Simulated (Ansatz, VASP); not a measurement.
## Two plane-wave programs on Al5GaAs6

```xyz
12
Lattice="4.0541 0.0000 0.0000 0.0000 4.0541 0.0000 0.0000 0.0000 17.1817" Properties=species:S:1:pos:R:3 pbc="T T T"
Al    0.0000    4.0541   11.4584
Al    2.0271    2.0271   14.3202
Al    0.0000    4.0541    0.0000
Al    2.0271    2.0271    2.8615
Al    0.0000    4.0541    5.7233
Ga    2.0271    2.0271    8.5909
As    2.0271    0.0000   15.7510
As    0.0000    2.0271    1.4307
As    2.0271    0.0000    4.2925
As    0.0000    2.0271    7.1484
As    2.0271    0.0000   10.0333
As    4.0541    2.0271   12.8892
```

Alike in both runs: task single point; functional PBE; k mesh 4 × 4 × 1; occupations gaussian, width 0.1 eV; no spin polarisation.

```csv
,VASP,Ansatz
version,VASP 6.6.1,Ansatz 0.2.0
potentials or method,"VASP PAW PBE potentials, release 64 (Al, Ga_d, As), cutoff 520 eV","scalar-relativistic, plane waves, PAW"
valence electrons in the cell,58,118
```

|  | VASP | Ansatz | Ansatz less VASP |
| --- | --- | --- | --- |
| gap on the k mesh at the Fermi level (eV) | 1.39 | 1.39 | -0.002 |
| least direct gap on the mesh (eV) | 1.39 | 1.39 | -0.002 |
| pressure (GPa) | 0.2 | 0.1 | -0.16 |
| traceless stress, the component that is largest in VASP (GPa) | -0.55 | -0.55 | +0.002 |
| rms of the force components (eV/Å) | 0.005 | 0.005 | -0.0008 |

Atom by atom the forces differ by 0.001 eV/Å (rms over components). VASP's potentials hold 58 valence electrons a cell and Ansatz's 118, so a difference there can come from the potentials and not from the codes.
